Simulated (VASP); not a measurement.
Write the native input for VASP 6.6.1 that does the following.

```
Task                   : relaxation of cell and atoms
Functional             : PBE
Potentials or basis    : VASP PAW PBE potentials, release 64 (Sr_sv, Ti_sv, O)
Cutoff                 : 600 eV
k mesh                 : 10 × 10 × 10
Occupations            : gaussian, width 0.02 eV
Spin                   : no spin polarisation
Dipole correction      : no
Further INCAR settings : ALGO = Normal; EDIFF = 1e-06; IBRION = 2; EDIFFG = -0.002; NSW = 100; ISIF = 3
```

The structure of SrTiO3 lies in POSCAR:

```
SrTiO3
1.0
    3.9052800000      0.0000000000      0.0000000000
    0.0000000000      3.9052800000      0.0000000000
    0.0000000000      0.0000000000      3.9052800000
Sr Ti O
1 1 3
Direct
    0.5000000000      0.5000000000      0.5000000000
    0.0000000000      0.0000000000      0.0000000000
    0.5000000000      0.0000000000      0.0000000000
    0.0000000000      0.5000000000      0.0000000000
    0.0000000000      0.0000000000      0.5000000000
```

These files were run (other wordings do the same):

INCAR

```
ALGO = Normal ; EDIFF = 1E-6
EDIFFG = -0.002 ; ENCUT = 600
GGA = PE ; IBRION = 2
ISIF = 3 ; ISMEAR = 0
LASPH = T ; LCHARG = F
LREAL = F ; LWAVE = F
NELM = 80 ; NSW = 100
PREC = Accurate ; SIGMA = 0.02
```

KPOINTS

```
k-points
0
Gamma
  10 10 10
```

Potentials or basis: VASP PAW PBE potentials, release 64 (Sr_sv, Ti_sv, O).

The run is started by

```console
$ cat potpaw_PBE.64/Sr_sv/POTCAR potpaw_PBE.64/Ti_sv/POTCAR potpaw_PBE.64/O/POTCAR > POTCAR
$ mpirun -np 1 vasp_std > vasp.out
```

Results of the run:

The relaxed volume is 12.23 Å³/atom, the relaxed cell is a = 3.940 Å, b = 3.940 Å, c = 3.940 Å, α = 90.00°, β = 90.00°, γ = 90.00° and the space group after relaxing (to 0.1 Å) is Pm-3m (No. 221). The energy gained by relaxing is 4.6 meV/atom and the ionic steps are 3. The pressure after relaxing is 0.0 GPa and the band gap on the k mesh is 1.81 eV (least direct gap 2.18 eV).

Wall time 4.8 min on 1 thread of Intel Xeon 8259CL, on a shared host, peak memory 0.26 GiB.
